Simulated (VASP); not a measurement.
# SrTiO3 (I4/mcm) in VASP: single point with PBEsol

Aim: the single point of SrTiO3 with PBEsol.

All numbers are computed with VASP 6.6.1; they aren't measurements. Logs are shortened: lines on timing, memory, paths and dates and some standing lists are left out, and cuts for length are marked.

## Step 1: The cell of the first run

Symmetry: I4/mcm, No. 140, tetragonal system. The conventional cell has a = 5.487 Å, b = 5.487 Å, c = 7.809 Å, α = 90.00°, β = 90.00°, γ = 90.00°. Sr (site symmetry -42m) has 12 O at 2.62 to 2.89 Å and 8 Ti at 3.37 Å within 3.5 Å. Within 2.6 Å of Ti (site symmetry 4/m) lie 6 O at 1.95 Å. Within 2.9 Å of O (site symmetry m2m) lie 2 Ti at 1.95 Å and 4 Sr at 2.62 to 2.89 Å and 8 O at 2.76 Å. O (site symmetry 422) has 2 Ti at 1.95 Å within 2.6 Å.

## Step 2: Single point, PBEsol

Input file INCAR:

```
SYSTEM = SrTiO3
PREC = Accurate ; ENCUT = 520
EDIFF = 1E-7 ; ISMEAR = -1
SIGMA = 0.03 ; LREAL = .False.
LASPH = .True. ; NELM = 100
ALGO = Normal ; ISIF = 2
LWAVE = .False. ; LCHARG = .True.
GGA = PS ; LELF = .True.
LVHAR = .True. ; NBANDS = 51
```

Input file KPOINTS:

```
Automatic mesh
0
Gamma
  6 6 6
  0 0 0
```

Input file POSCAR:

```
SrTiO3
1.0
   -2.7436653515      2.7436653515      3.9042675504
    2.7436653515     -2.7436653515      3.9042675504
    2.7436653515      2.7436653515     -3.9042675504
Sr Ti O
2 2 6
Direct
    0.7500000000      0.2500000000      0.5000000000
    0.2500000000      0.7500000000      0.5000000000
    0.0000000000      0.0000000000      0.0000000000
    0.5000000000      0.5000000000      0.0000000000
    0.2254030934      0.7254030934      0.9508061869
    0.7254030934      0.7745969066      0.5000000000
    0.2745969066      0.2254030934      0.5000000000
    0.7500000000      0.7500000000      0.0000000000
    0.7745969066      0.2745969066      0.0491938131
    0.2500000000      0.2500000000      0.0000000000
```

Potentials or basis: VASP PAW PBE potentials, release 64 (Sr_sv, Ti_sv, O).

Started as:

```console
$ cat potpaw_PBE.64/Sr_sv/POTCAR potpaw_PBE.64/Ti_sv/POTCAR potpaw_PBE.64/O/POTCAR > POTCAR
$ mpirun -np 1 vasp_std > vasp.out
```

OUTCAR:

```text
SYSTEM = SrTiO3
   PREC = Accurate
   ENCUT = 520
   EDIFF = 1E-7
   ISMEAR = -1
   LREAL = .False.
   LASPH = .True.
   NELM = 100
   ISIF = 2
   GGA = PS

 ion  position               nearest neighbor table
   1  0.750  0.250  0.500-   5 2.62   6 2.62   7 2.62   9 2.62   8 2.74  10 2.74   8 2.74  10 2.74
                             9 2.89   5 2.89   7 2.89   6 2.89   3 3.37   3 3.37   4 3.37   4 3.37
   2  0.250  0.750  0.500-   9 2.62   7 2.62   6 2.62   5 2.62   8 2.74  10 2.74  10 2.74   8 2.74
                             5 2.89   9 2.89   6 2.89   7 2.89   4 3.37   3 3.37   4 3.37   3 3.37
   3  0.000  0.000  0.000-   5 1.95   9 1.95   7 1.95   6 1.95  10 1.95   8 1.95   1 3.37   2 3.37
                             1 3.37   1 3.37   2 3.37   2 3.37   1 3.37   2 3.37
   4  0.500  0.500  0.000-   5 1.95   9 1.95   6 1.95   7 1.95  10 1.95   8 1.95   1 3.37   2 3.37
                             2 3.37   1 3.37   2 3.37   1 3.37   2 3.37   1 3.37
   5  0.225  0.725  0.951-   3 1.95   4 1.95   1 2.62   2 2.62   2 2.89   1 2.89
   6  0.725  0.775  0.500-   3 1.95   4 1.95   1 2.62   2 2.62   2 2.89   1 2.89
   7  0.275  0.225  0.500-   4 1.95   3 1.95   1 2.62   2 2.62   2 2.89   1 2.89
   8  0.750  0.750  0.000-   3 1.95   4 1.95   1 2.74   2 2.74   1 2.74   2 2.74
   9  0.775  0.275  0.049-   3 1.95   4 1.95   2 2.62   1 2.62   1 2.89   2 2.89
  10  0.250  0.250  0.000-   3 1.95   4 1.95   1 2.74   2 2.74   2 2.74   1 2.74

  LATTYP: Found a body centered tetragonal cell.
 ALAT       =     5.4873307030
 C/A-ratio  =     1.4230115740

  Lattice vectors:

 A1 = (  -2.7436653515,   2.7436653515,   3.9042675504)
 A2 = (   2.7436653515,  -2.7436653515,   3.9042675504)
 A3 = (   2.7436653515,   2.7436653515,  -3.9042675504)

Analysis of symmetry for initial positions (statically):
=====================================================================
 Subroutine PRICEL returns:
 Original cell was already a primitive cell.

 Routine SETGRP: Setting up the symmetry group for a
 body centered tetragonal supercell.

 Subroutine GETGRP returns: Found 16 space group operations
 (whereof  8 operations were pure point group operations)
 out of a pool of 16 trial point group operations.

The static configuration has the point symmetry C_4h.
 The point group associated with its full space group is D_4h.

Analysis of symmetry for dynamics (positions and initial velocities):
=====================================================================
 Subroutine PRICEL returns:
 Original cell was already a primitive cell.

 Routine SETGRP: Setting up the symmetry group for a
 body centered tetragonal supercell.

 Subroutine GETGRP returns: Found 16 space group operations
 (whereof  8 operations were pure point group operations)
 out of a pool of 16 trial point group operations.

The dynamic configuration has the point symmetry C_4h.
 The point group associated with its full space group is D_4h.

 Subroutine INISYM returns: Found 16 space group operations
 (whereof  8 operations are pure point group operations),
 and found     1 'primitive' translations

----------------------------------------------------------------------------------------

                                     Primitive cell

  volume of cell :     117.5606

  direct lattice vectors                    reciprocal lattice vectors
    -2.743665351  2.743665351  3.904267550     0.000000000  0.182237969  0.128064994
     2.743665351 -2.743665351  3.904267550     0.182237969  0.000000000  0.128064994
     2.743665351  2.743665351 -3.904267550     0.182237969  0.182237969  0.000000000

  length of vectors
     5.504425876  5.504425876  5.504425876     0.222735987  0.222735987  0.257723407

  position of ions in fractional coordinates (direct lattice)
     0.750000000  0.250000000  0.500000000
     0.250000000  0.750000000  0.500000000
     0.000000000  0.000000000  0.000000000
     0.500000000  0.500000000  0.000000000
     0.225403093  0.725403093  0.950806187
     0.725403093  0.774596907  0.500000000
     0.274596907  0.225403093  0.500000000
     0.750000000  0.750000000  0.000000000
     0.774596907  0.274596907  0.049193813
     0.250000000  0.250000000  0.000000000

  ion indices of the primitive-cell ions
   primitive index   ion index
                 1           1
                 2           2
                 3           3
                 4           4
                 5           5
                 6           6
                 7           7
                 8           8
                 9           9
                10          10

----------------------------------------------------------------------------------------

 KPOINTS: Automatic mesh

Automatic generation of k-mesh.
 Grid dimensions read from file:
 generate k-points for:    6    6    6

 Generating k-lattice:

  Cartesian coordinates                     Fractional coordinates (reciprocal lattice)
     0.000000000  0.030372995  0.021344166     0.166666667  0.000000000 -0.000000000
     0.030372995  0.000000000  0.021344166     0.000000000  0.166666667 -0.000000000
     0.030372995  0.030372995  0.000000000     0.000000000  0.000000000  0.166666667

  Length of vectors
     0.037122664  0.037122664  0.042953901

  Shift w.r.t. Gamma in fractional coordinates (k-lattice)
     0.000000000  0.000000000  0.000000000

 Subroutine IBZKPT returns following result:
 ===========================================

 Found     30 irreducible k-points:

 Following reciprocal coordinates:
            Coordinates               Weight
  0.000000  0.000000  0.000000      1.000000
  0.166667  0.000000 -0.000000      8.000000
  0.333333  0.000000 -0.000000      8.000000
  0.500000  0.000000 -0.000000      4.000000
  0.166667  0.166667  0.000000      8.000000
  0.333333  0.166667 -0.000000     16.000000
[... 16 lines left out ...]
 -0.333333 -0.333333  0.166667      8.000000
 -0.166667 -0.333333  0.166667      8.000000
 [... further k-points ...]
   k-points           NKPTS =     30   k-points in BZ     NKDIM =     30   number of bands    NBANDS=     51
   number of dos      NEDOS =    301   number of ions     NIONS =     10
   total plane-waves  NPLWV =  74088
   dimension x,y,z NGX =    42 NGY =   42 NGZ =   42
   dimension x,y,z NGXF=    84 NGYF=   84 NGZF=   84
   ions per type =               2   2   6
   NGX,Y,Z   is equivalent  to a cutoff of  12.68, 12.68, 12.68 a.u.
   NGXF,Y,Z  is equivalent  to a cutoff of  25.37, 25.37, 25.37 a.u.
 SYSTEM =  SrTiO3
   PREC   = accura    normal or accurate (medium, high low for compatibility)
   ISTART =      0    job   : 0-new  1-cont  2-samecut
   ICHARG =      2    charge: 1-file 2-atom 10-const
   ISPIN  =      1    spin polarized calculation?
   LNONCOLLINEAR =      F non collinear calculations
   LSORBIT =      F    spin-orbit coupling
   LASPH  =      T    aspherical Exc in radial PAW
   ENCUT  =  520.0 eV  38.22 Ry    6.18 a.u.  10.23 10.23 10.23*2*pi/ulx,y,z
   NELM   =    100;   NELMIN=  2; NELMDL= -5     # of ELM steps
   EDIFF  = 0.1E-06   stopping-criterion for ELM
   LREAL  =      F    real-space projection
   EDIFFG = 0.1E-05   stopping-criterion for IOM
   NSW    =      0    number of steps for IOM
   IBRION =     -1    ionic relax: 0-MD 1-quasi-New 2-CG
   NFREE  =      0    steps in history (QN), initial steepest desc. (CG)
   ISIF   =      2    stress and relaxation
   ISYM   =      2    0-nonsym 1-usesym 2-fastsym
   POTIM  = 0.5000    time-step for ionic-motion
   TEBEG  =    0.0;   TEEND  =   0.0 temperature during run
   PSTRESS=    0.0 pullay stress
   NELECT =      80.0000    total number of electrons
   NUPDOWN=      -1.0000    fix difference up-down
   EMIN   =  10.00;   EMAX   =-10.00  energy-range for DOS
   EFERMI =   0.00;   METHOD = LEGACY
   ISMEAR =    -1;   SIGMA  =   0.03  broadening in eV -4-tet -1-fermi 0-gaus
   EFERMI_NEDOS =   21; number of points for ismear=-14 and -15
   IALGO  =     38    algorithm
   IMIX   =      4    mixing-type and parameters
     AMIX     =   0.40;   BMIX     =  1.00
     AMIX_MAG =   1.60;   BMIX_MAG =  1.00
  volume/ion in A,a.u.               =      11.76        79.33
  Fermi-wavevector in a.u.,A,eV,Ry     =   1.439961  2.721133 28.211532  2.073489
  Thomas-Fermi vector in A             =   2.558759
   LORBIT       =      0    0 simple, 1 ext, 2 COOP (PROOUT), +10 PAW based schemes
   GGA     = PS    functional components
   LHFCALC =     F    Hartree Fock is set to
   AEXX    =    0.0000 exact exchange contribution
   IVDW    =     0    specifies the selected vdW correction
   LEPSILON=     F    determine dielectric tensor
   LRPA    =     F    only Hartree local field effects (RPA)
 non-spin polarized calculation
  energy-cutoff  :      520.00
  volume of cell :      117.56
 maximum number of plane-waves:      3178
 NGX is ok and might be reduce to    42
   NGX = 21   NGY = 21   NGZ = 21

 number of electron      79.9999998 magnetization

 Free energy of the ion-electron system (eV)
  ---------------------------------------------------
  ext. energy  EPLUGINS =         0.00000000
  ---------------------------------------------------
  free energy    TOTEN  =       -84.04250155 eV

  energy without entropy =      -84.04250155  energy(sigma->0) =      -84.04250155

 E-fermi :   4.7417     XC(G=0): -11.6099

 val. band max:        4.0099430173   @ k =  -0.1667   0.1667   0.0000
 cond. band min:       5.9485232607   @ k =   0.0000   0.0000   0.0000
 fundamental gap:      1.9385802434
 Fermi energy:         4.7416691160

 k-point     1 :       0.0000    0.0000    0.0000
  band No.  band energies     occupation
      1     -52.0858      2.00000
      2     -52.0807      2.00000
      3     -28.5200      2.00000
      4     -28.5191      2.00000
      5     -28.5191      2.00000
      6     -28.4528      2.00000
[... 43 lines left out ...]
     50       9.7783      0.00000
     51      10.3699      0.00000
[... 1240 lines left out ...]
     50      10.7270      0.00000
     51      10.9255      0.00000

 [... further k-points ...]

------------------------ aborting loop because EDIFF is reached ----------------------------------------

  FORCE on cell =-STRESS in cart. coord.  units (eV):
  Direction    XX          YY          ZZ          XY          YZ          ZX
  --------------------------------------------------------------------------------------
  -------------------------------------------------------------------------------------
  Total        0.5050531      0.5050531      0.5316903      0.0000000     -0.0000000      0.0000000
  in kB        6.8831277      6.8831277      7.2461532      0.0000000     -0.0000000      0.0000000
  external PRESSURE =       7.0041362 kB  Pullay stress =       0.0000000 kB

 VOLUME and BASIS-vectors are now :
 -----------------------------------------------------------------------------
  energy-cutoff  :      520.00
  volume of cell :      117.56
      direct lattice vectors                 reciprocal lattice vectors
    -2.743665351  2.743665351  3.904267550     0.000000000  0.182237969  0.128064994
     2.743665351 -2.743665351  3.904267550     0.182237969  0.000000000  0.128064994
     2.743665351  2.743665351 -3.904267550     0.182237969  0.182237969  0.000000000

 POSITION                                       TOTAL-FORCE (eV/Angst)
 -----------------------------------------------------------------------------------
     -0.00000      2.74367      1.95213        -0.000000      0.000000      0.000000
      2.74367     -0.00000      1.95213        -0.000000      0.000000      0.000000
      0.00000      0.00000      0.00000        -0.000000      0.000000      0.000000
      0.00000      0.00000      3.90427        -0.000000      0.000000      0.000000
      3.98053      1.23686     -0.00000         0.004247      0.004247      0.000000
      1.50680      1.23686      3.90427        -0.004247      0.004247      0.000000
      1.23686      1.50680      0.00000         0.004247     -0.004247     -0.000000
      0.00000      0.00000      5.85640        -0.000000      0.000000      0.000000
     -1.23686      1.50680      3.90427        -0.004247     -0.004247     -0.000000
      0.00000      0.00000      1.95213        -0.000000      0.000000      0.000000
 -----------------------------------------------------------------------------------
    total drift:                               -0.000000     -0.000000      0.000000

  FREE ENERGIE OF THE ION-ELECTRON SYSTEM (eV)
  ---------------------------------------------------
  free  energy   TOTEN  =       -84.0425015507 eV

  energy  without entropy=      -84.0425015507  energy(sigma->0) =      -84.04250155
```

Wall time 3.9 min (1 thread of Intel Xeon Platinum 8375C at 2.90GHz (Ice Lake), shared host); peak memory 0.34 GiB.

Results:

* Free energy: -84.0425 eV
* Pressure: 0.7 GPa
* Largest force: 0.006 eV/Å
* Band gap on the k mesh: 1.94 eV (least direct gap 1.95 eV)

Forces on the atoms (eV/Å):
```
Sr   0.000  0.000  0.000
Sr   0.000  0.000  0.000
Ti   0.000  0.000  0.000
Ti   0.000  0.000  0.000
O    0.004  0.004  0.000
O   -0.004  0.004  0.000
O    0.004 -0.004  0.000
O    0.000  0.000  0.000
O   -0.004 -0.004  0.000
O    0.000  0.000  0.000
```

Caveat: the PAW data sets were made with another functional, which shifts forces and pressure a little. A k mesh can miss the band edges.
